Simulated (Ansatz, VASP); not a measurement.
Two plane-wave programs on GaIr2

Contents of INCAR:

```
SYSTEM = GaIr2
PREC = Accurate
ENCUT = 600
EDIFF = 1E-6
ISMEAR = 0
SIGMA = 0.1
LREAL = .FALSE.
LASPH = .TRUE.
NELM = 80
ALGO = Fast
ISIF = 3
LWAVE = .FALSE.
LCHARG = .FALSE.
GGA = PE
IBRION = 2
NSW = 100
EDIFFG = -0.01
```

KPOINTS

```
regular mesh
0
G
  14 14 14
  0 0 0
```

POSCAR

```
GaIr2
1.0
    0.0000000000      2.9035652517      2.9035652517
    2.9035652517      0.0000000000      2.9035652517
    2.9035652517      2.9035652517      0.0000000000
Ga Ir
1 2
Direct
    0.5000000000      0.5000000000      0.5000000000
    0.2500000000      0.2500000000      0.2500000000
    0.7500000000      0.7500000000      0.7500000000
```

Input for Ansatz:

```yaml
crystal:
  lattice:
    - [0.0, 2.9035652517, 2.9035652517]
    - [2.9035652517, 0.0, 2.9035652517]
    - [2.9035652517, 2.9035652517, 0.0]
  atoms:
    - { symbol: Ga, position: [0.5, 0.5, 0.5] }
    - { symbol: Ir, position: [0.25, 0.25, 0.25] }
    - { symbol: Ir, position: [0.75, 0.75, 0.75] }
basis:
  ecutwfc: 420
kpoints:
  mp_grid: { grid: [14, 14, 14] }
hamiltonian:
  xc: pbe
scf:
  occupations: { method: gaussian, width: 0.1 }
output:
  forces: true
  stress: true
  eigenvalues: true
relax:
  adjacent_minimum: "off"
  f_tol: 0.01
  max_steps: 80
  cell: { stress_tol: 0.05 }
```

Alike in both runs: task relaxation of cell and atoms; functional PBE; k mesh 14 × 14 × 14; occupations gaussian, width 0.1 eV; no spin polarisation.

|  | VASP | Ansatz |
| --- | --- | --- |
| version | VASP 6.6.1 | Ansatz 0.2.0 |
| potentials or method | VASP PAW PBE potentials, release 64 (Ga_d, Ir), cutoff 600 eV | scalar-relativistic, plane waves, PAW |
| valence electrons in the cell | 31 | 47 |

```csv
,VASP,Ansatz,Ansatz less VASP
"gap on the k mesh at the Fermi level, each at its own relaxed structure (eV)",none,none,-
relaxed volume (Å³/atom),16.33,16.29,-0.041
relaxed cell length with the largest relative difference (Å),4.107,4.104,-0.0035
```

A gap of «none» marks a metal or a gap that the smearing closes. VASP's potentials hold 31 valence electrons a cell and Ansatz's 47, so a difference there can come from the potentials and not from the codes.

Spin-orbit coupling is off throughout.
